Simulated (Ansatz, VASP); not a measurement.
**KTaO3 in VASP and in Ansatz**

```
Ta K O
1.0
     3.98830    0.00000    0.00000
     0.00000    3.98830    0.00000
     0.00000    0.00000    3.98830
Ta K O
1 1 3
Direct
  0.00000 0.00000 0.00000
  0.50000 0.50000 0.50000
  0.00000 0.00000 0.50000
  0.00000 0.50000 0.00000
  0.50000 0.00000 0.00000
```

Alike in both runs: task relaxation of cell and atoms; functional r2SCAN; k mesh 7 × 7 × 7; occupations fermi-dirac, width 0.05 eV; no spin polarisation; Hubbard terms Ta d U = 6.0 eV.

```csv
,VASP,Ansatz
version,VASP 6.6.1,Ansatz 0.2.0
potentials or method,"VASP PAW PBE potentials, release 64 (Ta_pv, K_sv, O)",Ansatz PAW
plane-wave cutoff (eV),600,500
valence electrons in the cell,38,40
```

```tsv
	VASP	Ansatz	Ansatz less VASP
gap on the k mesh at the Fermi level, each at its own relaxed structure (eV)	3.49	3.58	+0.082
relaxed volume (Å³/atom)	13.14	12.83	-0.303
relaxed length of the cell vector where the two differ most in proportion (Å)	4.035	4.003	-0.0313
```

VASP's potentials were made for PBE, not for r2SCAN. The programs project onto different local orbitals, so the same U acts differently, and such runs can settle in different states. VASP's potentials hold 38 valence electrons a cell and Ansatz's 40, so a difference there can come from the potentials and not from the codes.

Spin-orbit coupling is off throughout. Noted on Ansatz's run: odd divisions of the mesh miss points on the zone boundary, where band edges often lie, so the gap on the mesh can be too wide; the plane-wave basis is chosen anew once the cell has moved, so the energies of steps on either side of that aren't comparable.
